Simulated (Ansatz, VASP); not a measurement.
## MnO: VASP beside Ansatz

File INCAR:

```
SYSTEM = MnO
ALGO = Normal
EDIFF = 1E-6
ENCUT = 520
GGA = PE
GGA_COMPAT = .FALSE.
ISIF = 2
ISMEAR = 0
LASPH = .TRUE.
LCHARG = .TRUE.
LDAU = .TRUE.
LDAUJ = 0 0
LDAUL = 2 -1
LDAUPRINT = 1
LDAUTYPE = 2
LDAUU = 3 0
LMAXMIX = 4
LORBIT = 11
LORBMOM = .TRUE.
LREAL = .FALSE.
LSORBIT = .TRUE.
LVHAR = .TRUE.
LWAVE = .FALSE.
MAGMOM = 0 0 -2.87 0 0 -0.42
NBANDS = 31
NELM = 150
PREC = Accurate
SIGMA = 0.05
```

The input KPOINTS:

```
k-points
0
G
  7 7 7
  0 0 0
```

POSCAR

```
MnO
1.0
    2.9694859100      0.0000000000      0.0000000000
   -1.4847429600      2.5716502300      0.0000000000
    0.0000000000      0.0000000000      2.8980711300
Mn O
1 1
Direct
    0.0000000000      0.0000000000      0.0000000000
    0.6666666667      0.3333333333      0.5000000000
```

Input for Ansatz:

```yaml
crystal:
  lattice:
    - [2.96948591, 0.0, 0.0]
    - [-1.48474296, 2.57165023, 0.0]
    - [0.0, 0.0, 2.89807113]
  atoms:
    - { symbol: Mn, position: [0.0, 0.0, 0.0], spin: 1.0, spin_axis: [0.0, 0.0, 1.0] }
    - { symbol: O, position: [0.6666666667, 0.3333333333, 0.5] }
basis:
  ecutwfc: 420
  ecutrho_ratio: 4
kpoints:
  mp_grid: { grid: [7, 7, 7] }
hamiltonian:
  xc: pbe
  hubbard:
    sites:
      - { site: 0, l: d, u_eff: 3.0, starting_ns: [{ occupation_matrix: s0 }] }
    occupation_matrices:
      s0:
        spinor_matrix:
          - [[0.97, 0.0], [0.0, 0.0], [0.0, 0.0], [0.0, 0.0], [0.0, 0.0], [0.0, 0.0], [0.0, 0.0], [0.0, 0.0], [0.0, 0.0], [0.0, 0.0]]
          - [[0.0, 0.0], [0.97, 0.0], [0.0, 0.0], [0.0, 0.0], [0.0, 0.0], [0.0, 0.0], [0.0, 0.0], [0.0, 0.0], [0.0, 0.0], [0.0, 0.0]]
          - [[0.0, 0.0], [0.0, 0.0], [0.02, 0.0], [0.0, 0.0], [0.0, 0.0], [0.0, 0.0], [0.0, 0.0], [0.0, 0.0], [0.0, 0.0], [0.0, 0.0]]
          - [[0.0, 0.0], [0.0, 0.0], [0.0, 0.0], [0.02, 0.0], [0.0, 0.0], [0.0, 0.0], [0.0, 0.0], [0.0, 0.0], [0.0, 0.0], [0.0, 0.0]]
          - [[0.0, 0.0], [0.0, 0.0], [0.0, 0.0], [0.0, 0.0], [0.97, 0.0], [0.0, 0.0], [0.0, 0.0], [0.0, 0.0], [0.0, 0.0], [0.0, 0.0]]
          - [[0.0, 0.0], [0.0, 0.0], [0.0, 0.0], [0.0, 0.0], [0.0, 0.0], [0.02, 0.0], [0.0, 0.0], [0.0, 0.0], [0.0, 0.0], [0.0, 0.0]]
          - [[0.0, 0.0], [0.0, 0.0], [0.0, 0.0], [0.0, 0.0], [0.0, 0.0], [0.0, 0.0], [0.02, 0.0], [0.0, 0.0], [0.0, 0.0], [0.0, 0.0]]
          - [[0.0, 0.0], [0.0, 0.0], [0.0, 0.0], [0.0, 0.0], [0.0, 0.0], [0.0, 0.0], [0.0, 0.0], [0.97, 0.0], [0.0, 0.0], [0.0, 0.0]]
          - [[0.0, 0.0], [0.0, 0.0], [0.0, 0.0], [0.0, 0.0], [0.0, 0.0], [0.0, 0.0], [0.0, 0.0], [0.0, 0.0], [0.02, 0.0], [0.0, 0.0]]
          - [[0.0, 0.0], [0.0, 0.0], [0.0, 0.0], [0.0, 0.0], [0.0, 0.0], [0.0, 0.0], [0.0, 0.0], [0.0, 0.0], [0.0, 0.0], [0.97, 0.0]]
    ns_hold: until_converged
scf:
  occupations: { method: gaussian, width: 0.05 }
  lower_state_search: "off"
  max_iter: 150
output:
  forces: true
  stress: true
  eigenvalues: true
  populations: true
  hubbard: { sites: [{ site: 0, l: d }] }
magnetization:
  noncollinear: true
  spin_orbit: true
```

Alike in both runs: task single point; functional PBE; k mesh 7 × 7 × 7; occupations gaussian, width 0.05 eV; non-collinear spin, spin-orbit coupling; Hubbard terms Mn d U = 3.0 eV.

|  | VASP | Ansatz |
| --- | --- | --- |
| version | VASP 6.6.1 | Ansatz 0.2.0 |
| potentials or method | VASP PAW PBE potentials, release 64 (Mn_pv, O), cutoff 520 eV | plane waves, PAW |
| valence electrons in the cell | 19 | 21 |

```csv
,VASP,Ansatz,Ansatz less VASP
pressure (GPa),5.8,-2.8,-8.61
"traceless stress, the component that is largest in VASP (GPa)",-12.82,-9.11,+3.705
rms of the force components (eV/Å),0.000,0.021,+0.0209
net moment per atom (μB),2.50,1.50,-1.001
```

The net moments are unlike, so the other rows may belong to different states. The programs project onto different local orbitals, so the same U acts differently, and such runs can settle in different states. Atom by atom the forces differ by 0.021 eV/Å (rms over components). VASP's potentials hold 19 valence electrons a cell and Ansatz's 21, so a difference there can come from the potentials and not from the codes. Ansatz's warnings: specified occupation not kept, stress scf threshold loose, symmetry narrowed by occupation matrices.
